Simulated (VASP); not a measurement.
A run of VASP 6.6.1 is set up as follows.

File INCAR:

```
SYSTEM = Pd
PREC = Accurate ; ENCUT = 630
EDIFF = 1E-6 ; ISMEAR = -1
SIGMA = 0.05 ; LREAL = .FALSE.
LASPH = .TRUE. ; NELM = 200
ALGO = Normal ; ISIF = 2
LWAVE = .FALSE. ; LCHARG = .FALSE.
ISPIN = 2 ; MAGMOM = 0.422 0.422
LORBIT = 11 ; LMAXMIX = 4
NBANDS = 29 ; GGA_COMPAT = .FALSE.
```

The input KPOINTS:

```
regular mesh
0
G
  11 11 11
  0 0 0
```

POSCAR

```
Pd
1.0
    0.0000000000      2.7303914414      2.7303914414
    2.7303914414      0.0000000000      2.7303914414
    2.7303914414      2.7303914414      0.0000000000
Pd
2
Direct
    0.1250000000      0.1250000000      0.1250000000
    0.8750000000      0.8750000000      0.8750000000
```

Potentials or basis: VASP PAW LDA potentials, release 64 (Pd_sv_GW).

Run with:

```bash
$ cat potpaw_LDA.64/Pd_sv_GW/POTCAR > POTCAR
$ mpirun -np 1 vasp_std > vasp.out
```

Q: Estimate the pressure.

A: 10.3 GPa.

Q: What does it give for the net moment?

A: 0.70 μB per cell.

Q: Estimate the site moments.

A: Pd +0.33 μB.

Caveat: the cell stands under pressure.
